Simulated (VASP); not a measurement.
# Ti: single point with HSE06

Ti:

```
Ti
1.0
    -1.63085    1.63085    1.63085
     1.63085   -1.63085    1.63085
     1.63085    1.63085   -1.63085
Ti
1
Direct
  0.00000 0.00000 0.00000
```

This isn't the form of Ti at room conditions, which is hcp.

| Property | Result |
| --- | --- |
| Program | VASP 6.6.1 |
| Task | single point |
| Functional | HSE06 |
| Potentials or basis | VASP PAW PBE potentials, release 64 (Ti_sv) |
| Cutoff | 520 eV |
| k mesh | 6 × 6 × 6 |
| Occupations | fermi-dirac, width 0.05 eV |
| Spin | no spin polarisation |
| Dipole correction | no |
| Grid for exact exchange (PRECFOCK) | Normal |
| Further INCAR settings | ALGO = Normal; EDIFF = 1e-06; NBANDS = 12 |
| Share of exact exchange | 0.25 |
| Screening parameter | 0.2079 1/Å |

```
Pressure               : -0.5 GPa
Band gap on the k mesh : zero (bands 6 and 7 overlap by 2.50 eV)
```

Levels at points of the mesh, in eV from the Fermi level:
```
           k point  band 3  band 4  band 5  band 6  band 7  band 8  band 9  band 10
(0.00, 0.00, 0.00)  -35.78  -35.78   -7.23    1.61    1.61    1.61    3.40     3.40
(0.50, 0.00, 0.00)  -36.00  -35.79   -3.03   -0.27    0.80    3.39    3.68     5.09
(0.50, 0.50, 0.50)  -36.25  -36.25   -2.75   -2.75    4.74    4.74    4.74     8.93
```

Run time: 14 min on 1 thread of AMD EPYC 7R43 64-Core Processor (Zen 3), with other jobs on the host, peak memory 0.21 GiB.

Caveat: the k points lie up to 0.45 Å⁻¹ apart, too coarse for converged energies and pressures of a metal; the PAW data sets were made with another functional, which shifts forces and pressure a little.
